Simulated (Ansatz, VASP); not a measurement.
**TaN: VASP beside Ansatz**

File INCAR:

```
PREC     = Accurate       # precision mode
ENCUT    = 600            # plane-wave cutoff, eV
EDIFF    = 1E-6           # SCF threshold, eV
ISMEAR   = 0              # smearing method
SIGMA    = 0.1            # smearing width, eV
LREAL    = False          # projectors in reciprocal space
LASPH    = True           # aspherical terms in the spheres
NELM     = 60             # most SCF steps
ALGO     = Normal         # electronic algorithm
ISIF     = 3              # what is computed and relaxed
LWAVE    = False          # write WAVECAR
LCHARG   = False          # write CHGCAR
GGA      = PE             # functional
IVDW     = 12             # dispersion correction
IBRION   = 2              # ionic algorithm
NSW      = 100            # ionic steps
EDIFFG   = -0.005         # ionic threshold
```

File KPOINTS:

```
Automatic mesh
0
Gamma
  18 18 8
```

The input POSCAR:

```
TaN
1.0
    3.1217800116      0.0000000000      0.0000000000
   -1.5608900058      2.7035407951      0.0000000000
    0.0000000000      0.0000000000      6.0916138908
Ta N
2 2
Direct
    0.3333333333      0.6666666667      0.0310700767
    0.6666666667      0.3333333333      0.5310700767
    0.3333333333      0.6666666667      0.3539299233
    0.6666666667      0.3333333333      0.8539299233
```

Input for Ansatz:

```yaml
crystal:
  lattice:
    - [3.1217800116, 0.0, 0.0]
    - [-1.5608900058, 2.7035407951, 0.0]
    - [0.0, 0.0, 6.0916138908]
  atoms:
    - { symbol: Ta, position: [0.3333333333, 0.6666666667, 0.0310700767] }
    - { symbol: Ta, position: [0.6666666667, 0.3333333333, 0.5310700767] }
    - { symbol: "N", position: [0.3333333333, 0.6666666667, 0.3539299233] }
    - { symbol: "N", position: [0.6666666667, 0.3333333333, 0.8539299233] }
basis:
  ecutwfc: 420
kpoints:
  mp_grid: { grid: [18, 18, 8] }
hamiltonian:
  xc: pbe
  dispersion: d3bj
scf:
  occupations: { method: gaussian, width: 0.1 }
output:
  forces: true
  stress: true
  eigenvalues: true
relax:
  adjacent_minimum: "off"
  f_tol: 0.005
  max_steps: 80
  cell: { stress_tol: 0.05 }
```

Alike in both runs: task relaxation of cell and atoms; functional PBE; dispersion D3(BJ); k mesh 18 × 18 × 8; occupations gaussian, width 0.1 eV; no spin polarisation.

|  | VASP | Ansatz |
| --- | --- | --- |
| version | VASP 6.6.1 | Ansatz 0.2.0 |
| potentials or method | VASP PAW PBE potentials, release 64 (Ta_pv, N), cutoff 600 eV | scalar-relativistic, plane waves, PAW |
| valence electrons in the cell | 32 | 36 |

|  | VASP | Ansatz | Ansatz less VASP |
| --- | --- | --- | --- |
| gap on the k mesh at the Fermi level, each at its own relaxed structure (eV) | none | none | - |
| relaxed volume (Å³/atom) | 12.89 | 12.87 | -0.024 |
| relaxed length of the cell vector where the two differ most in proportion (Å) | 6.100 | 6.093 | -0.0074 |

A gap of «none» marks a metal or a gap that the smearing closes. VASP's potentials hold 32 valence electrons a cell and Ansatz's 36, so a difference there can come from the potentials and not from the codes.

Spin-orbit coupling is off throughout.
